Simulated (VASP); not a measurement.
# Au (Fm-3m) in VASP: further runs

Au is run at these levels: r2SCAN; tasks: single point.

Everything below comes from runs of VASP 6.6.1. Logs are shortened: lines on timing, memory, paths and dates and some standing lists are left out, and cuts for length are marked.

## 1. The cell of the first run

It takes space group Fm-3m (No. 225, cubic). Conventional cell: a = 4.087 Å, b = 4.087 Å, c = 4.087 Å, α = 90.00°, β = 90.00°, γ = 90.00°. Within 3.8 Å of Au (site symmetry m-3m) lie 12 Au at 2.89 Å.

## 2. Single point, r2SCAN

Contents of POSCAR:

```
Au
1.0
    0.0000000000      2.0434331770      2.0434331770
    2.0434331770      0.0000000000      2.0434331770
    2.0434331770      2.0434331770      0.0000000000
Au
1
Direct
    0.0000000000      0.0000000000      0.0000000000
```

Contents of INCAR.step1:

```
PREC = Accurate
ENCUT = 520
ISMEAR = -1
SIGMA = 0.1
LREAL = False
LASPH = True
NELM = 100
NBANDS = 12
GGA = PE
ALGO = Normal
EDIFF = 1E-4
LWAVE = True
LCHARG = False
```

Contents of INCAR.step2:

```
PREC = Accurate
ENCUT = 520
EDIFF = 1E-6
ISMEAR = -1
SIGMA = 0.1
LREAL = False
LASPH = True
NELM = 100
ALGO = Normal
ISIF = 2
LWAVE = False
LCHARG = False
METAGGA = R2SCAN
LMIXTAU = True
NBANDS = 12
ISTART = 1
```

Contents of KPOINTS:

```
Automatic mesh
0
Gamma
  14 14 14
```

Potentials or basis: VASP PAW PBE potentials, release 64 (Au).

The run is started by

```bash
$ cat potpaw_PBE.64/Au/POTCAR > POTCAR
$ cp INCAR.step1 INCAR
$ mpirun -np 1 vasp_std > vasp.out
$ cp INCAR.step2 INCAR
$ mpirun -np 1 vasp_std > vasp.out
```

OUTCAR:

```text
PREC = Accurate
   ENCUT = 520
   EDIFF = 1E-6
   ISMEAR = -1
   LREAL = False
   LASPH = True
   NELM = 100
   ISIF = 2
   METAGGA = R2SCAN
   ISTART = 1

 ion  position               nearest neighbor table
   1  0.000  0.000  0.000-

  LATTYP: Found a face centered cubic cell.
 ALAT       =     4.0868663540

  Lattice vectors:

 A1 = (   0.0000000000,   2.0434331770,   2.0434331770)
 A2 = (   2.0434331770,   0.0000000000,   2.0434331770)
 A3 = (   2.0434331770,   2.0434331770,   0.0000000000)

Analysis of symmetry for initial positions (statically):
=====================================================================
 Subroutine PRICEL returns:
 Original cell was already a primitive cell.

 Routine SETGRP: Setting up the symmetry group for a
 face centered cubic supercell.

 Subroutine GETGRP returns: Found 48 space group operations
 (whereof 48 operations were pure point group operations)
 out of a pool of 48 trial point group operations.

The static configuration has the point symmetry O_h .

Analysis of symmetry for dynamics (positions and initial velocities):
=====================================================================
 Subroutine PRICEL returns:
 Original cell was already a primitive cell.

 Routine SETGRP: Setting up the symmetry group for a
 face centered cubic supercell.

 Subroutine GETGRP returns: Found 48 space group operations
 (whereof 48 operations were pure point group operations)
 out of a pool of 48 trial point group operations.

The dynamic configuration has the point symmetry O_h .

 Subroutine INISYM returns: Found 48 space group operations
 (whereof 48 operations are pure point group operations),
 and found     1 'primitive' translations

----------------------------------------------------------------------------------------

                                     Primitive cell

  volume of cell :      17.0652

  direct lattice vectors                    reciprocal lattice vectors
     0.000000000  2.043433177  2.043433177    -0.244686249  0.244686249  0.244686249
     2.043433177  0.000000000  2.043433177     0.244686249 -0.244686249  0.244686249
     2.043433177  2.043433177  0.000000000     0.244686249  0.244686249 -0.244686249

  length of vectors
     2.889850913  2.889850913  2.889850913     0.423809016  0.423809016  0.423809016

  position of ions in fractional coordinates (direct lattice)
     0.000000000  0.000000000  0.000000000

  ion indices of the primitive-cell ions
   primitive index   ion index
                 1           1

----------------------------------------------------------------------------------------

 KPOINTS: Automatic mesh

Automatic generation of k-mesh.
 Grid dimensions read from file:
 generate k-points for:   14   14   14

 Generating k-lattice:

  Cartesian coordinates                     Fractional coordinates (reciprocal lattice)
    -0.017477589  0.017477589  0.017477589     0.071428571  0.000000000  0.000000000
     0.017477589 -0.017477589  0.017477589     0.000000000  0.071428571  0.000000000
     0.017477589  0.017477589 -0.017477589     0.000000000  0.000000000  0.071428571

  Length of vectors
     0.030272073  0.030272073  0.030272073

  Shift w.r.t. Gamma in fractional coordinates (k-lattice)
     0.000000000  0.000000000  0.000000000

 Subroutine IBZKPT returns following result:
 ===========================================

 Found    104 irreducible k-points:

 Following reciprocal coordinates:
            Coordinates               Weight
  0.000000  0.000000  0.000000      1.000000
  0.071429  0.000000  0.000000      8.000000
  0.142857  0.000000  0.000000      8.000000
  0.214286  0.000000  0.000000      8.000000
  0.285714  0.000000  0.000000      8.000000
  0.357143  0.000000  0.000000      8.000000
[... 16 lines left out ...]
  0.214286  0.142857  0.000000     24.000000
  0.285714  0.142857  0.000000     24.000000
 [... further k-points ...]
   k-points           NKPTS =    104   k-points in BZ     NKDIM =    104   number of bands    NBANDS=     12
   number of dos      NEDOS =    301   number of ions     NIONS =      1
   total plane-waves  NPLWV =  13824
   dimension x,y,z NGX =    24 NGY =   24 NGZ =   24
   dimension x,y,z NGXF=    48 NGYF=   48 NGZF=   48
   ions per type =               1
   NGX,Y,Z   is equivalent  to a cutoff of  13.81, 13.81, 13.81 a.u.
   NGXF,Y,Z  is equivalent  to a cutoff of  27.61, 27.61, 27.61 a.u.
 SYSTEM =  unknown system
   PREC   = accura    normal or accurate (medium, high low for compatibility)
   ISTART =      1    job   : 0-new  1-cont  2-samecut
   ICHARG =      0    charge: 1-file 2-atom 10-const
   ISPIN  =      1    spin polarized calculation?
   LNONCOLLINEAR =      F non collinear calculations
   LSORBIT =      F    spin-orbit coupling
   LASPH  =      T    aspherical Exc in radial PAW
   ENCUT  =  520.0 eV  38.22 Ry    6.18 a.u.   5.37  5.37  5.37*2*pi/ulx,y,z
   NELM   =    100;   NELMIN=  2; NELMDL=  0     # of ELM steps
   EDIFF  = 0.1E-05   stopping-criterion for ELM
   LREAL  =      F    real-space projection
   EDIFFG = 0.1E-04   stopping-criterion for IOM
   NSW    =      0    number of steps for IOM
   IBRION =     -1    ionic relax: 0-MD 1-quasi-New 2-CG
   NFREE  =      0    steps in history (QN), initial steepest desc. (CG)
   ISIF   =      2    stress and relaxation
   ISYM   =      2    0-nonsym 1-usesym 2-fastsym
   POTIM  = 0.5000    time-step for ionic-motion
   TEBEG  =    0.0;   TEEND  =   0.0 temperature during run
   PSTRESS=    0.0 pullay stress
   NELECT =      11.0000    total number of electrons
   NUPDOWN=      -1.0000    fix difference up-down
   EMIN   =  10.00;   EMAX   =-10.00  energy-range for DOS
   EFERMI =   0.00;   METHOD = LEGACY
   ISMEAR =    -1;   SIGMA  =   0.10  broadening in eV -4-tet -1-fermi 0-gaus
   EFERMI_NEDOS =   21; number of points for ismear=-14 and -15
   IALGO  =     38    algorithm
   IMIX   =      4    mixing-type and parameters
     AMIX     =   0.40;   BMIX     =  1.00
     AMIX_MAG =   1.60;   BMIX_MAG =  1.00
  volume/ion in A,a.u.               =      17.07       115.16
  Fermi-wavevector in a.u.,A,eV,Ry     =   1.414171  2.672396 27.210017  1.999880
  Thomas-Fermi vector in A             =   2.535741
   LORBIT       =      0    0 simple, 1 ext, 2 COOP (PROOUT), +10 PAW based schemes
   METAGGA = R2SCAN    functional components
   LHFCALC =     F    Hartree Fock is set to
   AEXX    =    0.0000 exact exchange contribution
   IVDW    =     0    specifies the selected vdW correction
   LEPSILON=     F    determine dielectric tensor
   LRPA    =     F    only Hartree local field effects (RPA)
 non-spin polarized calculation
  energy-cutoff  :      520.00
  volume of cell :       17.07
 maximum number of plane-waves:       475
 NGX is ok and might be reduce to    24
   NGX = 11   NGY = 11   NGZ = 11

 number of electron      11.0000000 magnetization

 Free energy of the ion-electron system (eV)
  ---------------------------------------------------
  ext. energy  EPLUGINS =         0.00000000
  ---------------------------------------------------
  free energy    TOTEN  =       -50.58949623 eV

  energy without entropy =      -50.57932788  energy(sigma->0) =      -50.58441205

 E-fermi :   9.2718     XC(G=0): -13.6214

 val. band max:        9.1449258988   @ k =   0.5000   0.2857   0.1429
 cond. band min:       9.3141860304   @ k =   0.5000   0.3571   0.1429
 fundamental gap:      0.1692601317
 Fermi energy:         9.2718210589

 k-point     1 :       0.0000    0.0000    0.0000
  band No.  band energies     occupation
      1      -0.7776      2.00000
      2       4.3592      2.00000
      3       4.3592      2.00000
      4       4.3592      2.00000
      5       5.8891      2.00000
      6       5.8891      2.00000
      7      24.6245      0.00000
      8      28.7143      0.00000
      9      28.7143      0.00000
     10      28.7143      0.00000
     11      33.9922      0.00000
     12      38.4299      0.00000

 k-point     2 :       0.0714    0.0000    0.0000
  band No.  band energies     occupation
      1      -0.5934      2.00000
      2       4.3017      2.00000
      3       4.4218      2.00000
      4       4.4218      2.00000
      5       5.8621      2.00000
      6       5.8621      2.00000
      7      24.8308      0.00000
      8      27.5906      0.00000
      9      28.9262      0.00000
     10      28.9262      0.00000
     11      34.7606      0.00000
     12      36.7761      0.00000

 k-point     3 :       0.1429    0.0000    0.0000
  band No.  band energies     occupation
      1      -0.0683      2.00000
      2       4.1780      2.00000
      3       4.5658      2.00000
      4       4.5658      2.00000
      5       5.8292      2.00000
      6       5.8292      2.00000
      7      24.8675      0.00000
      8      25.8055      0.00000
      9      29.4916      0.00000
     10      29.4916      0.00000
     11      33.2948      0.00000
     12      35.5835      0.00000

 k-point     4 :       0.2143    0.0000    0.0000
  band No.  band energies     occupation
      1       0.6827      2.00000
      2       4.1515      2.00000
      3       4.6554      2.00000
      4       4.6554      2.00000
      5       5.9317      2.00000
      6       5.9317      2.00000
      7      22.4475      0.00000
      8      25.8579      0.00000
      9      30.0830      0.00000
     10      30.0830      0.00000
     11      32.0598      0.00000
     12      33.8405      0.00000

 k-point     5 :       0.2857    0.0000    0.0000
  band No.  band energies     occupation
      1       1.3649      2.00000
      2       4.5616      2.00000
      3       4.5947      2.00000
      4       4.5947      2.00000
      5       6.2534      2.00000
      6       6.2534      2.00000
      7      19.5343      0.00000
      8      25.4657      0.00000
      9      29.7433      0.00000
     10      29.7433      0.00000
     11      32.5353      0.00000
     12      33.3695      0.00000
[... 228 lines left out ...]
      1      -0.2936      2.00000
      2       4.1907      2.00000
      3       4.5094      2.00000
      4       4.5501      2.00000
      5       5.7279      2.00000
      6       5.9321      2.00000
      7      25.1175      0.00000
      8      26.5664      0.00000
      9      28.3795      0.00000
     10      29.7031      0.00000
     11      33.8869      0.00000
     12      36.2724      0.00000

 k-point    22 :       0.1429    0.1429    0.0000
  band No.  band energies     occupation
      1       0.1769      2.00000
      2       3.8993      2.00000
      3       4.7947      2.00000
      4       4.7947      2.00000
      5       5.4187      2.00000
      6       6.0969      2.00000
      7      25.7168      0.00000
      8      26.9607      0.00000
      9      27.6541      0.00000
     10      27.6541      0.00000
     11      33.4976      0.00000
     12      35.2588      0.00000

 k-point    23 :       0.2143    0.1429    0.0000
  band No.  band energies     occupation
      1       0.7658      2.00000
      2       3.7066      2.00000
      3       4.8874      2.00000
      4       4.9939      2.00000
      5       5.4219      2.00000
      6       6.2235      2.00000
      7      24.7431      0.00000
      8      26.2913      0.00000
      9      27.0037      0.00000
     10      28.3447      0.00000
     11      31.3922      0.00000
     12      35.0180      0.00000

 k-point    24 :       0.2857    0.1429    0.0000
  band No.  band energies     occupation
      1       1.5046      2.00000
      2       3.6370      2.00000
      3       4.6496      2.00000
      4       5.0668      2.00000
      5       5.9752      2.00000
      6       6.4777      2.00000
      7      21.8803      0.00000
      8      26.2456      0.00000
      9      26.3907      0.00000
     10      28.4581      0.00000
     11      31.3013      0.00000
     12      34.8684      0.00000

 [... further k-points ...]

------------------------ aborting loop because EDIFF is reached ----------------------------------------

  FORCE on cell =-STRESS in cart. coord.  units (eV):
  Direction    XX          YY          ZZ          XY          YZ          ZX
  --------------------------------------------------------------------------------------
  -------------------------------------------------------------------------------------
  Total        0.5216033      0.5216033      0.5216033      0.0000000      0.0000000      0.0000000
  in kB       48.9710668     48.9710668     48.9710668      0.0000000      0.0000000      0.0000000
  external PRESSURE =      48.9710668 kB  Pullay stress =       0.0000000 kB

 VOLUME and BASIS-vectors are now :
 -----------------------------------------------------------------------------
  energy-cutoff  :      520.00
  volume of cell :       17.07
      direct lattice vectors                 reciprocal lattice vectors
     0.000000000  2.043433177  2.043433177    -0.244686249  0.244686249  0.244686249
     2.043433177  0.000000000  2.043433177     0.244686249 -0.244686249  0.244686249
     2.043433177  2.043433177  0.000000000     0.244686249  0.244686249 -0.244686249

 POSITION                                       TOTAL-FORCE (eV/Angst)
 -----------------------------------------------------------------------------------
      0.00000      0.00000      0.00000         0.000000      0.000000      0.000000
 -----------------------------------------------------------------------------------
    total drift:                                0.000000      0.000000     -0.000000

  FREE ENERGIE OF THE ION-ELECTRON SYSTEM (eV)
  ---------------------------------------------------
  free  energy   TOTEN  =       -50.5894962288 eV

  energy  without entropy=      -50.5793278757  energy(sigma->0) =      -50.58441205
```

It took 52 s on 1 thread of Intel Xeon Platinum 8488C (Sapphire Rapids), shared host; peak memory 0.16 GiB.

Results:

```yaml
Free_energy: -50.5895 eV
Pressure: 4.9 GPa
Band_gap_on_the_k_mesh: zero (an odd number of electrons rules out a gap without spin polarisation)
```

Caveat: the cell stands under pressure; the PAW data sets were made with another functional, which shifts forces and pressure a little; spin-orbit coupling is left out, which moves the levels of the heavy elements.

## 3. Single point, r2SCAN

POSCAR is that of step 2.

Contents of INCAR.step1:

```
SYSTEM = Au
PREC = Accurate ; ENCUT = 520
ISMEAR = -1 ; SIGMA = 0.1
LREAL = .FALSE. ; LASPH = .TRUE.
NELM = 60 ; NBANDS = 12
GGA = PE ; ALGO = Normal
EDIFF = 1E-4 ; LWAVE = .TRUE.
LCHARG = .FALSE.
```

Contents of INCAR.step2:

```
SYSTEM = Au
PREC = Accurate ; ENCUT = 520
EDIFF = 1E-6 ; ISMEAR = -1
SIGMA = 0.1 ; LREAL = .FALSE.
LASPH = .TRUE. ; NELM = 60
ALGO = Normal ; ISIF = 2
LWAVE = .FALSE. ; LCHARG = .FALSE.
METAGGA = R2SCAN ; LMIXTAU = .TRUE.
NBANDS = 12 ; ISTART = 1
```

Contents of KPOINTS:

```
regular mesh
0
G
  14 14 14
  0 0 0
```

Potentials or basis: VASP PAW PBE potentials, release 64 (Au).

The run is started by

```bash
$ cat potpaw_PBE.64/Au/POTCAR > POTCAR
$ cp INCAR.step1 INCAR
$ mpirun -np 1 vasp_std > vasp.out
$ cp INCAR.step2 INCAR
$ mpirun -np 1 vasp_std > vasp.out
```

Run time: 69 s. Hardware: 1 thread of Intel Xeon Platinum 8488C (Sapphire Rapids), shared host; peak memory 0.15 GiB.

It converged, with:

- Free energy: -50.5895 eV
- Pressure: 4.9 GPa
- Band gap on the k mesh: zero (an odd number of electrons rules out a gap without spin polarisation)

Levels at points of the mesh, in eV from the Fermi level:
| k point | band 3 | band 4 | band 5 | band 6 | band 7 | band 8 | band 9 | band 10 |
| --- | --- | --- | --- | --- | --- | --- | --- | --- |
| (0.00, 0.00, 0.00) | -4.91 | -4.91 | -3.38 | -3.38 | 15.35 | 19.44 | 19.44 | 19.44 |
| (0.50, 0.00, 0.00) | -4.96 | -2.14 | -2.14 | -0.77 | 3.20 | 14.84 | 17.95 | 17.95 |
| (0.50, 0.50, 0.00) | -2.20 | -1.80 | -1.80 | 1.22 | 6.03 | 10.55 | 10.55 | 18.08 |

Caveat: the cell stands under pressure; the PAW data sets were made with another functional, which shifts forces and pressure a little; spin-orbit coupling is left out, which moves the levels of the heavy elements.

## 4. Single point, r2SCAN

This run uses another cell than the first one, of 17.60 Å³/atom.

Contents of POSCAR:

```
Au
1.0
    0.0000000000      2.0647204712      2.0647204712
    2.0647204712      0.0000000000      2.0647204712
    2.0647204712      2.0647204712      0.0000000000
Au
1
Direct
    0.0000000000      0.0000000000      0.0000000000
```

Contents of INCAR.step1:

```
PREC = Accurate
ENCUT = 520
ISMEAR = -1
SIGMA = 0.1
LREAL = False
LASPH = True
NELM = 100
NBANDS = 12
GGA = PE
ALGO = Normal
EDIFF = 1E-4
LWAVE = True
LCHARG = False
```

Contents of INCAR.step2:

```
PREC = Accurate
ENCUT = 520
EDIFF = 1E-6
ISMEAR = -1
SIGMA = 0.1
LREAL = False
LASPH = True
NELM = 100
ALGO = Normal
ISIF = 2
LWAVE = False
LCHARG = True
METAGGA = R2SCAN
LMIXTAU = True
LELF = True
LVHAR = True
NBANDS = 12
ISTART = 1
```

Contents of KPOINTS:

```
Automatic mesh
0
Gamma
  14 14 14
```

The run is started by

```bash
$ cat potpaw_PBE.64/Au/POTCAR > POTCAR
$ cp INCAR.step1 INCAR
$ mpirun -np 1 vasp_std > vasp.out
$ cp INCAR.step2 INCAR
$ mpirun -np 1 vasp_std > vasp.out
```

Run time: 47 s. Hardware: 1 thread of Intel Xeon Platinum 8488C (Sapphire Rapids), shared host; peak memory 0.16 GiB.

Results (log left out):

```yaml
Free_energy: -50.5972 eV
Pressure: -0.3 GPa
Band_gap_on_the_k_mesh: zero (an odd number of electrons rules out a gap without spin polarisation)
```

Levels at points of the mesh, in eV from the Fermi level:
| k point | band 4 | band 5 | band 6 | band 7 | band 8 | band 9 |
| --- | --- | --- | --- | --- | --- | --- |
| (0.00, 0.00, 0.00) | -4.74 | -3.29 | -3.29 | 15.40 | 19.29 | 19.29 |
| (0.50, 0.00, 0.00) | -2.11 | -2.11 | -0.61 | 3.03 | 14.87 | 17.70 |
| (0.50, 0.50, 0.00) | -1.79 | -1.79 | 1.32 | 5.77 | 10.46 | 10.46 |

Caveat: the PAW data sets were made with another functional, which shifts forces and pressure a little; spin-orbit coupling is left out, which moves the levels of the heavy elements.
